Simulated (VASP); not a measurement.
# Ag2O (Pn-3m) in VASP: notebook

Runs on Ag2O. Level: PBE. Tasks: single point.

All numbers are computed with VASP 6.6.1; they aren't measurements. Logs are shortened: lines on timing, memory, paths and dates and some standing lists are left out, and cuts for length are marked.

### 1 The cell of the first run

The structure is cubic, space group Pn-3m (No. 224). The conventional cell has a = 4.718 Å, b = 4.718 Å, c = 4.718 Å, α = 90.00°, β = 90.00°, γ = 90.00°. Ag (site symmetry -3m) has 2 O at 2.04 Å within 2.7 Å. O (site symmetry -43m) has 4 Ag at 2.04 Å within 2.7 Å.

### 2 Single point, PBE

Input file INCAR:

```
SYSTEM = Ag2O
  PREC = Accurate
  ENCUT = 600
  EDIFF = 1E-6
  ISMEAR = 0
  SIGMA = 0.01
  LREAL = .FALSE.
  LASPH = .TRUE.
  NELM = 120
  ALGO = Normal
  ISIF = 2
  LWAVE = .FALSE.
  LCHARG = .FALSE.
  GGA = PE
  NBANDS = 37
  GGA_COMPAT = .FALSE.
```

Input file KPOINTS:

```
regular mesh
0
G
  4 4 4
  0 0 0
```

Input file POSCAR:

```
Ag2O
1.0
    4.7180000000      0.0000000000      0.0000000000
    0.0000000000      4.7180000000      0.0000000000
    0.0000000000      0.0000000000      4.7180000000
Ag O
4 2
Direct
    0.2500000000      0.2500000000      0.2500000000
    0.2500000000      0.7500000000      0.7500000000
    0.7500000000      0.7500000000      0.2500000000
    0.7500000000      0.2500000000      0.7500000000
    0.0000000000      0.0000000000      0.0000000000
    0.5000000000      0.5000000000      0.5000000000
```

Potentials or basis: VASP PAW PBE potentials, release 64 (Ag, O).

Run with:

```
cat potpaw_PBE.64/Ag/POTCAR potpaw_PBE.64/O/POTCAR > POTCAR
mpirun -np 1 vasp_std > vasp.out
```

OUTCAR:

```text
SYSTEM = Ag2O
   PREC = Accurate
   ENCUT = 600
   EDIFF = 1E-6
   ISMEAR = 0
   LREAL = .FALSE.
   LASPH = .TRUE.
   NELM = 120
   ISIF = 2
   GGA = PE

 ion  position               nearest neighbor table
   1  0.250  0.250  0.250-   5 2.04   6 2.04   4 3.34   2 3.34   3 3.34   2 3.34   4 3.34   2 3.34
                             3 3.34   2 3.34   3 3.34   4 3.34   4 3.34   3 3.34
   2  0.250  0.750  0.750-   5 2.04   6 2.04   4 3.34   1 3.34   3 3.34   1 3.34   3 3.34   1 3.34
                             4 3.34   1 3.34   3 3.34   4 3.34   3 3.34   4 3.34
   3  0.750  0.750  0.250-   5 2.04   6 2.04   4 3.34   1 3.34   2 3.34   2 3.34   4 3.34   1 3.34
                             4 3.34   4 3.34   1 3.34   2 3.34   2 3.34   1 3.34
   4  0.750  0.250  0.750-   5 2.04   6 2.04   3 3.34   1 3.34   2 3.34   1 3.34   3 3.34   2 3.34
                             3 3.34   3 3.34   1 3.34   2 3.34   1 3.34   2 3.34
   5  0.000  0.000  0.000-   1 2.04   2 2.04   3 2.04   4 2.04
   6  0.500  0.500  0.500-   1 2.04   2 2.04   3 2.04   4 2.04

  LATTYP: Found a simple cubic cell.
 ALAT       =     4.7180000000

  Lattice vectors:

 A1 = (   4.7180000000,   0.0000000000,   0.0000000000)
 A2 = (   0.0000000000,   4.7180000000,   0.0000000000)
 A3 = (   0.0000000000,   0.0000000000,   4.7180000000)

Analysis of symmetry for initial positions (statically):
=====================================================================
 Subroutine PRICEL returns:
 Original cell was already a primitive cell.

 Routine SETGRP: Setting up the symmetry group for a
 simple cubic supercell.

 Subroutine GETGRP returns: Found 48 space group operations
 (whereof 24 operations were pure point group operations)
 out of a pool of 48 trial point group operations.

The static configuration has the point symmetry T_d .
 The point group associated with its full space group is O_h .

Analysis of symmetry for dynamics (positions and initial velocities):
=====================================================================
 Subroutine PRICEL returns:
 Original cell was already a primitive cell.

 Routine SETGRP: Setting up the symmetry group for a
 simple cubic supercell.

 Subroutine GETGRP returns: Found 48 space group operations
 (whereof 24 operations were pure point group operations)
 out of a pool of 48 trial point group operations.

The dynamic configuration has the point symmetry T_d .
 The point group associated with its full space group is O_h .
[... 93 lines left out ...]
   LREAL  =      F    real-space projection
   EDIFFG = 0.1E-04   stopping-criterion for IOM
   NSW    =      0    number of steps for IOM
   IBRION =     -1    ionic relax: 0-MD 1-quasi-New 2-CG
   NFREE  =      0    steps in history (QN), initial steepest desc. (CG)
   ISIF   =      2    stress and relaxation
   ISYM   =      2    0-nonsym 1-usesym 2-fastsym
   POTIM  = 0.5000    time-step for ionic-motion
   TEBEG  =    0.0;   TEEND  =   0.0 temperature during run
   PSTRESS=    0.0 pullay stress
   NELECT =      56.0000    total number of electrons
   NUPDOWN=      -1.0000    fix difference up-down
   EMIN   =  10.00;   EMAX   =-10.00  energy-range for DOS
   EFERMI =   0.00;   METHOD = LEGACY
   ISMEAR =     0;   SIGMA  =   0.01  broadening in eV -4-tet -1-fermi 0-gaus
   EFERMI_NEDOS =   21; number of points for ismear=-14 and -15
   IALGO  =     38    algorithm
   IMIX   =      4    mixing-type and parameters
     AMIX     =   0.40;   BMIX     =  1.00
     AMIX_MAG =   1.60;   BMIX_MAG =  1.00
  volume/ion in A,a.u.               =      17.50       118.12
  Fermi-wavevector in a.u.,A,eV,Ry     =   1.327536  2.508679 23.978245  1.762351
  Thomas-Fermi vector in A             =   2.456841
   LORBIT       =      0    0 simple, 1 ext, 2 COOP (PROOUT), +10 PAW based schemes
   GGA     = PE    functional components
   LHFCALC =     F    Hartree Fock is set to
   AEXX    =    0.0000 exact exchange contribution
   IVDW    =     0    specifies the selected vdW correction
   LEPSILON=     F    determine dielectric tensor
   LRPA    =     F    only Hartree local field effects (RPA)
 non-spin polarized calculation
 Gauss-broadening in eV      SIGMA  =   0.01
  energy-cutoff  :      600.00
  volume of cell :      105.02
 maximum number of plane-waves:      3544
 NGX is ok and might be reduce to    40
   NGX = 19   NGY = 19   NGZ = 19

 number of electron      56.0000025 magnetization

 Free energy of the ion-electron system (eV)
  ---------------------------------------------------
  ext. energy  EPLUGINS =         0.00000000
  ---------------------------------------------------
  free energy    TOTEN  =       -21.36552135 eV

  energy without entropy =      -21.36550889  energy(sigma->0) =      -21.36551512

 E-fermi :   4.7326     XC(G=0): -10.5398

 val. band max:        4.7133904185   @ k =   0.0000   0.0000   0.0000
 cond. band min:       4.7490694253   @ k =   0.0000   0.0000   0.0000
 fundamental gap:      0.0356790068
 Fermi energy:         4.7325957300

 k-point     1 :       0.0000    0.0000    0.0000
  band No.  band energies     occupation
      1     -14.2091      2.00000
      2     -13.5156      2.00000
      3      -2.1889      2.00000
      4      -2.1889      2.00000
      5      -2.1889      2.00000
      6       0.0481      2.00000
[... 389 lines left out ...]
     36      10.9090      0.00000
     37      17.5780      0.00000

------------------------ aborting loop because EDIFF is reached ----------------------------------------

  FORCE on cell =-STRESS in cart. coord.  units (eV):
  Direction    XX          YY          ZZ          XY          YZ          ZX
  --------------------------------------------------------------------------------------
  -------------------------------------------------------------------------------------
  Total        3.0911675      3.0911675      3.0911675     -0.0000000      0.0000000      0.0000000
  in kB       47.1584271     47.1584271     47.1584271     -0.0000000      0.0000000      0.0000000
  external PRESSURE =      47.1584271 kB  Pullay stress =       0.0000000 kB

 VOLUME and BASIS-vectors are now :
 -----------------------------------------------------------------------------
  energy-cutoff  :      600.00
  volume of cell :      105.02
      direct lattice vectors                 reciprocal lattice vectors
     4.718000000  0.000000000  0.000000000     0.211954218  0.000000000  0.000000000
     0.000000000  4.718000000  0.000000000     0.000000000  0.211954218  0.000000000
     0.000000000  0.000000000  4.718000000     0.000000000  0.000000000  0.211954218

 POSITION                                       TOTAL-FORCE (eV/Angst)
 -----------------------------------------------------------------------------------
      1.17950      1.17950      1.17950         0.000000     -0.000000      0.000000
      1.17950      3.53850      3.53850         0.000000     -0.000000     -0.000000
      3.53850      3.53850      1.17950        -0.000000      0.000000     -0.000000
      3.53850      1.17950      3.53850         0.000000     -0.000000      0.000000
      0.00000      0.00000      0.00000        -0.000000      0.000000      0.000000
      2.35900      2.35900      2.35900        -0.000000      0.000000      0.000000
 -----------------------------------------------------------------------------------
    total drift:                                0.000000     -0.000000     -0.000000

  FREE ENERGIE OF THE ION-ELECTRON SYSTEM (eV)
  ---------------------------------------------------
  free  energy   TOTEN  =       -21.3655213464 eV

  energy  without entropy=      -21.3655088888  energy(sigma->0) =      -21.36551512
```

stdout:

```text
POSCAR found type information on POSCAR AgO
 POSCAR found :  2 types and       6 ions
 scaLAPACK will be used
 LDA part: xc-table for (Slater+PW92), standard interpolation
 POSCAR, INCAR and KPOINTS ok, starting setup
 FFT: planning ... GRIDC
 FFT: planning ... GRID_SOFT
 FFT: planning ... GRID
 WAVECAR not read
 entering main loop
```

Wall time 43 s (1 thread of Intel Xeon Platinum 8259CL at 2.50GHz (Skylake/Cascade Lake), shared host); peak memory 0.25 GiB.

Results:

```yaml
Free_energy: -21.3655 eV
Pressure: 4.7 GPa
Band_gap_on_the_k_mesh: 0.04 eV, direct
```

Levels at points of the mesh, in eV from the valence-band top:
| k point | band 24 | band 25 | band 26 | band 27 | band 28 | band 29 | band 30 | band 31 | band 32 | band 33 |
| --- | --- | --- | --- | --- | --- | --- | --- | --- | --- | --- |
| (0.00, 0.00, 0.00) | -2.66 | -2.66 | 0.00 | 0.00 | 0.00 | 0.04 | 2.01 | 2.01 | 7.30 | 7.30 |
| (0.50, 0.00, 0.00) | -2.65 | -1.62 | -1.62 | -0.48 | -0.48 | 2.09 | 2.09 | 4.74 | 4.74 | 6.96 |
| (0.50, 0.50, 0.00) | -2.01 | -1.64 | -1.64 | -0.83 | -0.83 | 2.10 | 2.10 | 3.75 | 3.75 | 6.80 |
| (0.50, 0.50, 0.50) | -2.74 | -1.76 | -0.70 | -0.70 | -0.70 | 2.56 | 2.56 | 2.56 | 4.89 | 4.89 |

(Part 1 of 2 ends here.)
